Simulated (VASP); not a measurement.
**ZrO2: single point with PBE**

Crystal: ZrO2.

```
Zr O
1.0
     0.00000    2.58322    2.58322
     2.58322    0.00000    2.58322
     2.58322    2.58322    0.00000
Zr O
1 2
Direct
  0.00000 0.00000 0.00000
  0.25000 0.25000 0.25000
  0.75000 0.75000 0.75000
```

```json
{
 "Program": "VASP 6.6.1",
 "Task": "single point",
 "Functional": "PBE",
 "Potentials or basis": "VASP PAW PBE potentials, release 64 (Zr_sv, O)",
 "Cutoff": "600 eV",
 "k mesh": "8 × 8 × 8",
 "Occupations": "gaussian, width 0.01 eV",
 "Spin": "no spin polarisation"
}
```

* Pressure: -6.5 GPa
* Band gap on the k mesh: 3.23 eV (least direct gap 3.64 eV)

Levels at points of the mesh, in eV from the valence-band top:
```csv
k point,band 8,band 9,band 10,band 11,band 12,band 13,band 14,band 15,band 16,band 17
"(0.00, 0.00, 0.00)",-4.98,-4.98,-0.52,-0.52,-0.52,3.23,3.23,6.25,8.84,8.84
"(0.50, 0.00, 0.00)",-4.00,-2.44,-2.43,-1.60,-1.60,3.82,3.82,5.69,8.00,8.00
"(0.50, 0.50, 0.00)",-3.07,-3.07,-1.45,-1.45,0.00,3.64,4.50,5.44,6.90,6.90
```

It took 37 s on 1 thread of Intel Xeon 8259CL, on a shared host, peak memory 0.18 GiB.

Caveat: the cell stands under tension. A k mesh can miss the band edges.
